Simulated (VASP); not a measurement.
Wanted: the native input for a VASP 6.6.1 run.

| Property | Result |
| --- | --- |
| Task | single point |
| Functional | PBEsol |
| Potentials or basis | VASP PAW PBE potentials, release 64 (Cd, I) |
| Cutoff | 500 eV |
| k mesh | 8 × 8 × 5 |
| Occupations | fermi-dirac, width 0.03 eV |
| Spin | no spin polarisation |
| Dipole correction | no |
| Further INCAR settings | ALGO = Normal; EDIFF = 1e-06; NBANDS = 20 |

The structure of CdI2 lies in POSCAR:

```
CdI2
1.0
    4.1573626761      0.0000000000      0.0000000000
   -2.0786813380      3.6003816902      0.0000000000
    0.0000000000      0.0000000000      6.7189811197
Cd I
1 2
Direct
    0.0000000000      0.0000000000      0.0000000000
    0.3333333333      0.6666666667      0.2492000000
    0.6666666667      0.3333333333      0.7508000000
```

One way to write it, as run:

INCAR

```
SYSTEM = CdI2
  ALGO = Normal
  EDIFF = 1E-6
  ENCUT = 500
  GGA = PS
  GGA_COMPAT = .FALSE.
  ISIF = 2
  ISMEAR = -1
  LASPH = .TRUE.
  LCHARG = .FALSE.
  LREAL = .FALSE.
  LWAVE = .FALSE.
  NBANDS = 20
  NELM = 120
  PREC = Accurate
  SIGMA = 0.03
```

KPOINTS

```
k-points
0
G
  8 8 5
  0 0 0
```

Potentials or basis: VASP PAW PBE potentials, release 64 (Cd, I).

The run is started by

```sh
$ cat potpaw_PBE.64/Cd/POTCAR potpaw_PBE.64/I/POTCAR > POTCAR
$ mpirun -np 1 vasp_std > vasp.out
```

It gave:

* Pressure: 2.2 GPa
* Largest force: 0.308 eV/Å
* Band gap on the k mesh: 2.33 eV (least direct gap 2.73 eV)

Caveat: the PAW data sets were made with another functional, which shifts forces and pressure a little; spin-orbit coupling is left out, which moves the levels of the heavy elements; an odd mesh through Γ misses points on the zone boundary, where band edges can lie; this functional lacks dispersion, which binds the layers, so the pressure and a relaxed spacing across them are unreliable.

It took 84 s on 1 thread of Intel Xeon 8259CL, on a shared host, peak memory 0.24 GiB.
